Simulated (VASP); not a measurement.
# La2Zr3O (P6/mmm) in VASP: further runs

Runs on La2Zr3O. Level: PBE. Tasks: single point.

Program: VASP 6.6.1. These are calculated values, not measurements. Logs are shortened: lines on timing, memory, paths and dates and some standing lists are left out, and cuts for length are marked.

## Step 1: The cell of the first run

The structure is hexagonal, space group P6/mmm (No. 191). The conventional cell has a = 6.036 Å, b = 6.036 Å, c = 3.513 Å, α = 90.00°, β = 90.00°, γ = 120.00°. Within 3.3 Å of La (site symmetry -6m2) lie 6 Zr at 2.47 Å. Zr (site symmetry mmm) has 4 La at 2.47 Å and 4 Zr at 3.02 Å within 3.3 Å. O (site symmetry 6/mmm) has 6 La at 3.49 Å and 12 Zr at 3.49 Å and 2 O at 3.51 Å within 4.6 Å.

## Step 2: Single point, PBE

Input file INCAR:

```
SYSTEM = La2Zr3O
  PREC = Accurate
  ENCUT = 520
  EDIFF = 1E-7
  ISMEAR = 0
  SIGMA = 0.1
  LREAL = .False.
  LASPH = .True.
  NELM = 60
  ALGO = Normal
  ISIF = 2
  LWAVE = .False.
  LCHARG = .False.
  GGA = PE
  NBANDS = 41
```

Input file KPOINTS:

```
Automatic mesh
0
Gamma
  3 3 6
  0 0 0
```

Input file POSCAR:

```
La2Zr3O
1.0
    6.0362776600      0.0000000000      0.0000000000
   -3.0181388300      5.2275698000      0.0000000000
    0.0000000000      0.0000000000      3.5134271600
La Zr O
2 3 1
Direct
    0.3333333300      0.6666666700      0.0000000000
    0.6666666700      0.3333333300      0.0000000000
    0.5000000000      0.0000000000      0.5000000000
    0.5000000000      0.5000000000      0.5000000000
    0.0000000000      0.5000000000      0.5000000000
    0.0000000000      0.0000000000      0.0000000000
```

Potentials or basis: VASP PAW PBE potentials, release 64 (La, Zr_sv, O).

Launch:

```
> cat potpaw_PBE.64/La/POTCAR potpaw_PBE.64/Zr_sv/POTCAR potpaw_PBE.64/O/POTCAR > POTCAR
> mpirun -np 1 vasp_std > vasp.out
```

OUTCAR:

```text
SYSTEM = La2Zr3O
   PREC = Accurate
   ENCUT = 520
   EDIFF = 1E-7
   ISMEAR = 0
   LREAL = .False.
   LASPH = .True.
   NELM = 60
   ISIF = 2
   GGA = PE

 ion  position               nearest neighbor table
   1  0.333  0.667  0.000-   5 2.47   5 2.47   3 2.47   3 2.47   4 2.47   4 2.47   2 3.49   2 3.49
                             2 3.49
   2  0.667  0.333  0.000-   5 2.47   5 2.47   3 2.47   3 2.47   4 2.47   4 2.47   1 3.49   1 3.49
                             1 3.49
   3  0.500  0.000  0.500-   1 2.47   2 2.47   1 2.47   2 2.47   4 3.02   5 3.02   4 3.02   5 3.02

   4  0.500  0.500  0.500-   1 2.47   2 2.47   1 2.47   2 2.47   5 3.02   5 3.02   3 3.02   3 3.02

   5  0.000  0.500  0.500-   1 2.47   2 2.47   1 2.47   2 2.47   4 3.02   4 3.02   3 3.02   3 3.02

   6  0.000  0.000  0.000-

  LATTYP: Found a hexagonal cell.
 ALAT       =     6.0362776600
 C/A-ratio  =     0.5820519462

  Lattice vectors:

 A1 = (   6.0362776600,   0.0000000000,   0.0000000000)
 A2 = (  -3.0181388300,   5.2275698000,   0.0000000000)
 A3 = (   0.0000000000,   0.0000000000,   3.5134271600)

Analysis of symmetry for initial positions (statically):
=====================================================================
 Subroutine PRICEL returns:
 Original cell was already a primitive cell.

 Routine SETGRP: Setting up the symmetry group for a
 hexagonal supercell.

 Subroutine GETGRP returns: Found 24 space group operations
 (whereof 24 operations were pure point group operations)
 out of a pool of 24 trial point group operations.

The static configuration has the point symmetry D_6h.

Analysis of symmetry for dynamics (positions and initial velocities):
=====================================================================
 Subroutine PRICEL returns:
 Original cell was already a primitive cell.

 Routine SETGRP: Setting up the symmetry group for a
 hexagonal supercell.

 Subroutine GETGRP returns: Found 24 space group operations
 (whereof 24 operations were pure point group operations)
 out of a pool of 24 trial point group operations.

The dynamic configuration has the point symmetry D_6h.

 Subroutine INISYM returns: Found 24 space group operations
 (whereof 24 operations are pure point group operations),
 and found     1 'primitive' translations

----------------------------------------------------------------------------------------

                                     Primitive cell

  volume of cell :     110.8664

  direct lattice vectors                    reciprocal lattice vectors
     6.036277660  0.000000000  0.000000000     0.165665010  0.095646738  0.000000000
    -3.018138830  5.227569800  0.000000000     0.000000000  0.191293476  0.000000000
     0.000000000  0.000000000  3.513427160     0.000000000  0.000000000  0.284622380

  length of vectors
     6.036277660  6.036277662  3.513427160     0.191293476  0.191293476  0.284622380

  position of ions in fractional coordinates (direct lattice)
     0.333333330  0.666666670  0.000000000
     0.666666670  0.333333330  0.000000000
     0.500000000  0.000000000  0.500000000
     0.500000000  0.500000000  0.500000000
     0.000000000  0.500000000  0.500000000
     0.000000000  0.000000000  0.000000000

  ion indices of the primitive-cell ions
   primitive index   ion index
                 1           1
                 2           2
                 3           3
                 4           4
                 5           5
                 6           6

----------------------------------------------------------------------------------------

 KPOINTS: Automatic mesh

Automatic generation of k-mesh.
 Grid dimensions read from file:
 generate k-points for:    3    3    6

 Generating k-lattice:

  Cartesian coordinates                     Fractional coordinates (reciprocal lattice)
     0.055221670  0.031882246  0.000000000     0.333333333  0.000000000  0.000000000
     0.000000000  0.063764492  0.000000000     0.000000000  0.333333333  0.000000000
     0.000000000  0.000000000  0.047437063     0.000000000  0.000000000  0.166666667

  Length of vectors
     0.063764492  0.063764492  0.047437063

  Shift w.r.t. Gamma in fractional coordinates (k-lattice)
     0.000000000  0.000000000  0.000000000

 Subroutine IBZKPT returns following result:
 ===========================================

 Found     12 irreducible k-points:

 Following reciprocal coordinates:
            Coordinates               Weight
  0.000000  0.000000  0.000000      1.000000
  0.333333 -0.000000  0.000000      6.000000
  0.333333  0.333333  0.000000      2.000000
  0.000000  0.000000  0.166667      2.000000
  0.333333 -0.000000  0.166667     12.000000
  0.333333  0.333333  0.166667      4.000000
  0.000000  0.000000  0.333333      2.000000
  0.333333 -0.000000  0.333333     12.000000
  0.333333  0.333333  0.333333      4.000000
  0.000000  0.000000  0.500000      1.000000
  0.333333 -0.000000  0.500000      6.000000
  0.333333  0.333333  0.500000      2.000000
   k-points           NKPTS =     12   k-points in BZ     NKDIM =     12   number of bands    NBANDS=     41
   number of dos      NEDOS =    301   number of ions     NIONS =      6
   total plane-waves  NPLWV =  64512
   dimension x,y,z NGX =    48 NGY =   48 NGZ =   28
   dimension x,y,z NGXF=    96 NGYF=   96 NGZF=   56
   ions per type =               2   3   1
   NGX,Y,Z   is equivalent  to a cutoff of  13.22, 13.22, 13.25 a.u.
   NGXF,Y,Z  is equivalent  to a cutoff of  26.44, 26.44, 26.50 a.u.
 SYSTEM =  La2Zr3O
   PREC   = accura    normal or accurate (medium, high low for compatibility)
   ISTART =      0    job   : 0-new  1-cont  2-samecut
   ICHARG =      2    charge: 1-file 2-atom 10-const
   ISPIN  =      1    spin polarized calculation?
   LNONCOLLINEAR =      F non collinear calculations
   LSORBIT =      F    spin-orbit coupling
   LASPH  =      T    aspherical Exc in radial PAW
   ENCUT  =  520.0 eV  38.22 Ry    6.18 a.u.  11.22 11.22  6.53*2*pi/ulx,y,z
   NELM   =     60;   NELMIN=  2; NELMDL= -5     # of ELM steps
   EDIFF  = 0.1E-06   stopping-criterion for ELM
   LREAL  =      F    real-space projection
   EDIFFG = 0.1E-05   stopping-criterion for IOM
   NSW    =      0    number of steps for IOM
   IBRION =     -1    ionic relax: 0-MD 1-quasi-New 2-CG
   NFREE  =      0    steps in history (QN), initial steepest desc. (CG)
   ISIF   =      2    stress and relaxation
   ISYM   =      2    0-nonsym 1-usesym 2-fastsym
   POTIM  = 0.5000    time-step for ionic-motion
   TEBEG  =    0.0;   TEEND  =   0.0 temperature during run
   PSTRESS=    0.0 pullay stress
   NELECT =      64.0000    total number of electrons
   NUPDOWN=      -1.0000    fix difference up-down
   EMIN   =  10.00;   EMAX   =-10.00  energy-range for DOS
   EFERMI =   0.00;   METHOD = LEGACY
   ISMEAR =     0;   SIGMA  =   0.10  broadening in eV -4-tet -1-fermi 0-gaus
   EFERMI_NEDOS =   21; number of points for ismear=-14 and -15
   IALGO  =     38    algorithm
   IMIX   =      4    mixing-type and parameters
     AMIX     =   0.40;   BMIX     =  1.00
     AMIX_MAG =   1.60;   BMIX_MAG =  1.00
  volume/ion in A,a.u.               =      18.48       124.69
  Fermi-wavevector in a.u.,A,eV,Ry     =   1.363122  2.575928 25.281018  1.858102
  Thomas-Fermi vector in A             =   2.489553
   LORBIT       =      0    0 simple, 1 ext, 2 COOP (PROOUT), +10 PAW based schemes
   GGA     = PE    functional components
   LHFCALC =     F    Hartree Fock is set to
   AEXX    =    0.0000 exact exchange contribution
   IVDW    =     0    specifies the selected vdW correction
   LEPSILON=     F    determine dielectric tensor
   LRPA    =     F    only Hartree local field effects (RPA)
 non-spin polarized calculation
 Gauss-broadening in eV      SIGMA  =   0.10
  energy-cutoff  :      520.00
  volume of cell :      110.87
 maximum number of plane-waves:      3013
 NGX is ok and might be reduce to    48
   NGX = 23   NGY = 23   NGZ = 13

 number of electron      64.0000000 magnetization

 Free energy of the ion-electron system (eV)
  ---------------------------------------------------
  ext. energy  EPLUGINS =         0.00000000
  ---------------------------------------------------
  free energy    TOTEN  =       -24.23649654 eV

  energy without entropy =      -24.19149283  energy(sigma->0) =      -24.21399469

 E-fermi :  10.8903     XC(G=0): -11.4043

 val. band max:       10.8818838005   @ k =   0.3333   0.3333   0.3333
 cond. band min:      10.9136575017   @ k =   0.3333  -0.0000   0.0000
 fundamental gap:      0.0317737012
 Fermi energy:        10.8903111511

 k-point     1 :       0.0000    0.0000    0.0000
  band No.  band energies     occupation
      1     -37.8089      2.00000
      2     -37.5767      2.00000
      3     -37.5767      2.00000
      4     -22.2420      2.00000
      5     -21.0814      2.00000
      6     -16.7794      2.00000
[... 33 lines left out ...]
     40      13.1928      0.00000
     41      13.9325      0.00000

 k-point     2 :       0.3333   -0.0000    0.0000
  band No.  band energies     occupation
      1     -37.7611      2.00000
      2     -37.6271      2.00000
      3     -37.5768      2.00000
      4     -22.0136      2.00000
      5     -21.3467      2.00000
      6     -16.6622      2.00000
[... 33 lines left out ...]
     40      12.9882      0.00000
     41      13.4653      0.00000

 k-point     3 :       0.3333    0.3333    0.0000
  band No.  band energies     occupation
      1     -37.6948      2.00000
      2     -37.6948      2.00000
      3     -37.5769      2.00000
      4     -21.6892      2.00000
      5     -21.6892      2.00000
      6     -16.4936      2.00000
[... 347 lines left out ...]
      2     -37.5849      2.00000
      3     -37.5411      2.00000
      4     -22.0348      2.00000
      5     -21.4069      2.00000
      6     -17.5364      2.00000
[... 33 lines left out ...]
     40      12.8203      0.00000
     41      13.3577      0.00000

 k-point    12 :       0.3333    0.3333    0.5000
  band No.  band energies     occupation
      1     -37.6439      2.00000
      2     -37.6439      2.00000
      3     -37.5412      2.00000
      4     -21.7470      2.00000
      5     -21.7470      2.00000
      6     -17.0270      2.00000
[... 33 lines left out ...]
     40      13.0622      0.00000
     41      13.0622      0.00000

------------------------ aborting loop because EDIFF is reached ----------------------------------------

  FORCE on cell =-STRESS in cart. coord.  units (eV):
  Direction    XX          YY          ZZ          XY          YZ          ZX
  --------------------------------------------------------------------------------------
  -------------------------------------------------------------------------------------
  Total       25.3453106     25.3453106     48.8819671      0.0000000     -0.0000000      0.0000000
  in kB      366.2757761    366.2757764    706.4139291      0.0000000     -0.0000000      0.0000000
  external PRESSURE =     479.6551605 kB  Pullay stress =       0.0000000 kB

 VOLUME and BASIS-vectors are now :
 -----------------------------------------------------------------------------
  energy-cutoff  :      520.00
  volume of cell :      110.87
      direct lattice vectors                 reciprocal lattice vectors
     6.036277660  0.000000000  0.000000000     0.165665010  0.095646738  0.000000000
    -3.018138830  5.227569800  0.000000000     0.000000000  0.191293476  0.000000000
     0.000000000  0.000000000  3.513427160     0.000000000  0.000000000  0.284622380

 POSITION                                       TOTAL-FORCE (eV/Angst)
 -----------------------------------------------------------------------------------
     -0.00000      3.48505      0.00000         0.000000      0.000000      0.000000
      3.01814      1.74252      0.00000        -0.000000     -0.000000      0.000000
      3.01814      0.00000      1.75671         0.000000      0.000000      0.000000
      1.50907      2.61378      1.75671        -0.000000      0.000000      0.000000
     -1.50907      2.61378      1.75671        -0.000000      0.000000      0.000000
      0.00000      0.00000      0.00000        -0.000000      0.000000      0.000000
 -----------------------------------------------------------------------------------
    total drift:                               -0.000000      0.000000     -0.000000

  FREE ENERGIE OF THE ION-ELECTRON SYSTEM (eV)
  ---------------------------------------------------
  free  energy   TOTEN  =       -24.2364965389 eV

  energy  without entropy=      -24.1914928325  energy(sigma->0) =      -24.21399469
```

It took 66 s on 1 thread of AMD EPYC 9R45 (Zen 5), shared host; peak memory 0.24 GiB.

What came out:

| Item | Value |
| --- | --- |
| Free energy | -24.2365 eV |
| Pressure | 48.0 GPa |
| Band gap on the k mesh | zero (band 32 reaches 11.39 eV, above the bottom of band 33 at 10.37 eV) |

Stress tensor (GPa, compression positive):
```
36.63  0.00  0.00
 0.00 36.63  0.00
 0.00  0.00 70.64
```

Caveat: the k points lie up to 0.40 Å⁻¹ apart; spin-orbit coupling is left out, which moves the levels of the heavy elements.

## Step 3: Single point, PBE

This run uses another cell than the first one, of 27.44 Å³/atom, 1.485 times its volume.

Input file INCAR:

```
SYSTEM = La2Zr3O
ALGO     = Normal         ! electronic algorithm
EDIFF    = 1E-6           ! SCF threshold, eV
ENCUT    = 520            ! plane-wave cutoff, eV
GGA      = PE             ! functional
ISIF     = 2              ! what is computed and relaxed
ISMEAR   = 0              ! smearing method
LASPH    = .TRUE.         ! aspherical terms in the spheres
LCHARG   = .TRUE.         ! write CHGCAR
LELF     = .TRUE.         ! ELF
LREAL    = .FALSE.        ! projectors in reciprocal space
LVHAR    = .TRUE.       
LWAVE    = .FALSE.        ! write WAVECAR
NBANDS   = 41             ! bands
NELM     = 60             ! most SCF steps
PREC     = Accurate       ! precision mode
SIGMA    = 0.1            ! smearing width, eV
```

Input file KPOINTS:

```
k-points
0
G
  3 3 6
  0 0 0
```

Input file POSCAR:

```
La2Zr3O
1.0
    5.5455956779      0.0000000000      0.0000000000
   -2.7727978389      4.8026267362      0.0000000000
    0.0000000000      0.0000000000      6.1814889213
La Zr O
2 3 1
Direct
    0.3333333333      0.6666666667      0.0000000000
    0.6666666667      0.3333333333      0.0000000000
    0.5000000000      0.0000000000      0.5000000000
    0.5000000000      0.5000000000      0.5000000000
    0.0000000000      0.5000000000      0.5000000000
    0.0000000000      0.0000000000      0.0000000000
```

Potentials or basis: VASP PAW PBE potentials, release 64 (La, Zr_sv, O).

Launch:

```
> cat potpaw_PBE.64/La/POTCAR potpaw_PBE.64/Zr_sv/POTCAR potpaw_PBE.64/O/POTCAR > POTCAR
> mpirun -np 1 vasp_std > vasp.out
```

Wall time 69 s (1 thread of AMD EPYC 9R45 (Zen 5), shared host); peak memory 0.3 GiB.

The run converged. Its results:

```
Free energy            : -36.0203 eV
Pressure               : 0.0 GPa
Band gap on the k mesh : zero (band 32 reaches 6.86 eV, above the bottom of band 33 at 6.54 eV)
```

Stress tensor (GPa, compression positive):
```
-0.01  0.00  0.00
 0.00 -0.01  0.00
 0.00  0.00  0.11
```

Levels at points of the mesh, in eV from the Fermi level:
```csv
k point,band 29,band 30,band 31,band 32,band 33,band 34,band 35,band 36
"(0.00, 0.00, 0.00)",-1.22,-1.05,-0.57,-0.57,0.11,0.11,0.66,1.00
"(0.00, 0.00, 0.50)",-0.77,-0.67,-0.67,-0.62,0.08,0.08,0.40,0.51
```

Caveat: the k points lie up to 0.44 Å⁻¹ apart; spin-orbit coupling is left out, which moves the levels of the heavy elements.

## Step 4: Single point, PBE

This run uses another cell than the first one, of 26.74 Å³/atom, 1.447 times its volume.

Input file INCAR:

```
  ALGO = Normal
  EDIFF = 1E-6
  ENCUT = 520
  GGA = PE
  ISIF = 2
  ISMEAR = 0
  LASPH = True
  LCHARG = True
  LELF = True
  LREAL = False
  LVHAR = True
  LWAVE = False
  NBANDS = 41
  NELM = 80
  PREC = Accurate
  SIGMA = 0.1
```

Input file KPOINTS:

```
k-points
0
Gamma
  6 6 4
```

Changes to POSCAR since step 3:

```diff
@@ -2,5 +2,5 @@
 1.0
-    5.5455956779      0.0000000000      0.0000000000
-   -2.7727978389      4.8026267362      0.0000000000
-    0.0000000000      0.0000000000      6.1814889213
+    5.4547391423      0.0000000000      0.0000000000
+   -2.7273695711      4.7239426683      0.0000000000
+    0.0000000000      0.0000000000      6.2253988624
 La Zr O
```

Launch:

```
> cat potpaw_PBE.64/La/POTCAR potpaw_PBE.64/Zr_sv/POTCAR potpaw_PBE.64/O/POTCAR > POTCAR
> mpirun -np 1 vasp_std > vasp.out
```

Run time: 1.9 min. Hardware: 1 thread of AMD EPYC 9R45 (Zen 5), shared host; peak memory 0.33 GiB.

It converged, with:

```yaml
Free_energy: -36.3026 eV
Pressure: 0.3 GPa
Band_gap_on_the_k_mesh: zero (band 32 reaches 7.31 eV, above the bottom of band 33 at 6.75 eV)
```

Stress tensor (GPa, compression positive):
```
0.27 0.00 0.00
0.00 0.27 0.00
0.00 0.00 0.36
```

Levels at points of the mesh, in eV from the Fermi level:
```
           k point  band 29  band 30  band 31  band 32  band 33  band 34  band 35  band 36
(0.00, 0.00, 0.00)    -1.29    -1.13    -0.59    -0.59     0.06     0.06     0.63     1.07
(0.50, 0.00, 0.00)    -0.70    -0.47    -0.34     0.15     0.25     0.50     0.67     0.94
(0.00, 0.00, 0.50)    -0.93    -0.72    -0.72    -0.63     0.02     0.02     0.30     0.50
(0.50, 0.00, 0.50)    -0.76    -0.58    -0.26    -0.05     0.41     0.52     0.70     1.10
```

Caveat: spin-orbit coupling is left out, which moves the levels of the heavy elements.

## Step 5: Summary

```csv
cell,k mesh,gap on the mesh (eV),pressure (GPa)
"a = 6.036, b = 6.036, c = 3.513 Å, angles 90.0, 90.0, 120.0°, 6 atoms",3 × 3 × 6,none,48.0
"a = 5.546, b = 5.546, c = 6.181 Å, angles 90.0, 90.0, 120.0°, 6 atoms",3 × 3 × 6,none,0.0
"a = 5.455, b = 5.455, c = 6.225 Å, angles 90.0, 90.0, 120.0°, 6 atoms",6 × 6 × 4,none,0.3
```

Alike in all rows: task single point; level PBE; potentials or basis VASP PAW PBE potentials, release 64 (La, Zr_sv, O); no spin polarisation; cutoff (eV) 520; smearing gaussian 0.1 eV.

Caveats: some runs use coarse meshes; spin-orbit coupling is left out, which moves the levels of the heavy elements.

Absolute energies hang on the potentials; compare differences alone.
